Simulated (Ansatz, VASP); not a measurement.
## One calculation of RuCl2, two programs

```
Ru Cl
1.0
     3.46711    0.00000    0.00000
    -1.73355    3.00260    0.00000
     0.00000    0.00000   14.03196
Ru Cl
2 4
Cartesian
  0.0000 2.0017 3.5080
  1.7336 1.0009 10.5240
  0.0000 2.0017 8.8777
  1.7336 1.0009 1.8617
  0.0000 2.0017 12.1702
  1.7336 1.0009 5.1543
```

Alike in both runs: functional PBE; k mesh 6 × 6 × 2; occupations gaussian, width 0.1 eV; collinear spin.

Ansatz relaxed the structure, and its values are those at the end. VASP's run is a single point on that final structure, the one shown.

|  | VASP | Ansatz |
| --- | --- | --- |
| version | VASP 6.6.1 | Ansatz 0.2.0 |
| potentials or method | VASP PAW PBE potentials, release 64 (Ru_pv, Cl), cutoff 520 eV | scalar-relativistic, plane waves, PAW |
| valence electrons in the cell | 56 | 60 |

```tsv
	VASP	Ansatz	Ansatz less VASP
gap on the k mesh at the Fermi level (eV)	0.39	0.39	-0.001
least direct gap on the mesh (eV)	0.53	0.53	+0.002
pressure (GPa)	0.0	0.1	+0.10
net moment per atom (μB)	1.33	1.33	0.000
size of the moment on the site where the two differ most (μB)	3.11	2.94	-0.170
```

Site moments also hang on the region over which each program counts them. VASP's potentials hold 56 valence electrons a cell and Ansatz's 60, so a difference there can come from the potentials and not from the codes.
